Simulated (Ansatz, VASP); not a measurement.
## Two plane-wave programs on C

```
CELL_PARAMETERS angstrom
2.46653 0.00000 0.00000
-1.23327 2.13608 0.00000
0.12698 0.00000 8.46545
ATOMIC_POSITIONS crystal
C 0.00000 0.00000 0.25000
C 0.00000 0.00000 0.75000
C 0.33333 0.66667 0.25000
C 0.66667 0.33333 0.75000
```

Change from the starting cell: shear of c along a, cell held, atoms relaxed: +1.5 %.

Alike in both runs: functional PBE; k mesh 24 × 24 × 6; occupations gaussian, width 0.1 eV; no spin polarisation.

Ansatz relaxed the structure, and its values are those at the end. VASP's run is a single point on that final structure, the one shown.

```csv
,VASP,Ansatz
version,VASP 6.6.1,Ansatz 0.2.0
potentials or method,"VASP PAW PBE potentials, release 64 (C), cutoff 520 eV","scalar-relativistic, plane waves, PAW"
valence electrons in the cell,16,16
```

```tsv
	VASP	Ansatz	Ansatz less VASP
gap on the k mesh at the Fermi level (eV)	none	none	-
pressure (GPa)	0.4	0.0	-0.35
```

A gap of «none» marks a metal or a gap that the smearing closes. Ansatz's warnings: stress scf threshold loose.
